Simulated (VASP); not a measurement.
Crystal: TiO2.

```
CELL_PARAMETERS angstrom
4.59220 0.00000 0.00000
0.00000 4.59220 0.00000
0.00000 0.00000 2.95740
ATOMIC_POSITIONS crystal
Ti 0.00000 0.00000 0.00000
Ti 0.50000 0.50000 0.50000
O 0.30496 0.30496 0.00000
O 0.19504 0.80496 0.50000
O 0.69504 0.69504 0.00000
O 0.80496 0.19504 0.50000
```

| Quantity | Value |
| --- | --- |
| Program | VASP 6.6.1 |
| Task | relaxation of cell and atoms |
| Functional | PBE |
| Potentials or basis | VASP PAW PBE potentials, release 64 (Ti_sv, O) |
| Cutoff | 600 eV |
| k mesh | 6 × 6 × 8 |
| Occupations | fermi-dirac, width 0.02 eV |
| Spin | no spin polarisation |

At the start: pressure 5.9 GPa; volume 10.39 Å³/atom.

Q: Where does the relaxation end?

A: Over 5 steps the energy falls by 5.0 meV/atom and the volume is 10.67 Å³/atom (+2.6 %); space group P4_2/mnm (No. 136, to 0.1 Å) before and after.

Step by step:
| step | energy change (eV) | largest force (eV/Å) | pressure (GPa) | volume (Å³) |
| --- | --- | --- | --- | --- |
| 1 | 0.0000 | 0.1241 | 5.86 | 62.37 |
| 2 | 0.0149 | 0.2356 | -6.51 | 65.86 |
| 3 | -0.0277 | 0.0459 | 0.00 | 63.89 |
| 4 | -0.0295 | 0.0178 | 0.00 | 63.98 |
| 5 | -0.0297 | 0.0033 | 0.00 | 64.02 |

Final structure:
```xyz
6
Lattice="4.6455 0.0000 0.0000 0.0000 4.6455 0.0000 0.0000 0.0000 2.9665" Properties=species:S:1:pos:R:3 pbc="T T T"
Ti    0.0000    0.0000    0.0000
Ti    2.3228    2.3228    1.4832
O     1.4167    1.4167    0.0000
O     0.9060    3.7395    1.4832
O     3.2288    3.2288    0.0000
O     3.7395    0.9060    1.4832
```
